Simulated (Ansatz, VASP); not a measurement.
# NiO: VASP beside Ansatz

```
Ni O
1.0
     0.00000    2.10848    2.10848
     2.10848    0.00000    2.10848
     2.10848    2.10848    0.00000
Ni O
1 1
Direct
  0.00000 0.00000 0.00000
  0.50000 0.50000 0.50000
```

Alike in both runs: task electric field gradients; functional PBE; k mesh 16 × 16 × 16; occupations fermi-dirac, width 0.03 eV; collinear spin.

```csv
,VASP,Ansatz
version,VASP 6.6.1,Ansatz 0.2.0
potentials or method,"VASP PAW PBE potentials, release 64 (Ni, O)","PAW with Ansatz's default frozen-core files, scalar-relativistic"
plane-wave cutoff (eV),520,420
valence electrons in the cell,16,24
```

VASP gave:

- pressure (GPa): -0.4
- net moment per atom (μB): 0.89
- size of the moment on the site where the two differ most (μB): 0.27

What did Ansatz give for the same quantities?

Pressure (GPa): 0.0; net moment per atom (μB): 0.91; size of the moment on the site where the two differ most (μB): 0.30.

Site moments also hang on the region over which each program counts them. With one functional, cell and mesh, what is left measures potentials, basis and numerics. VASP's potentials hold 16 valence electrons a cell and Ansatz's 24, so a difference there can come from the potentials and not from the codes.
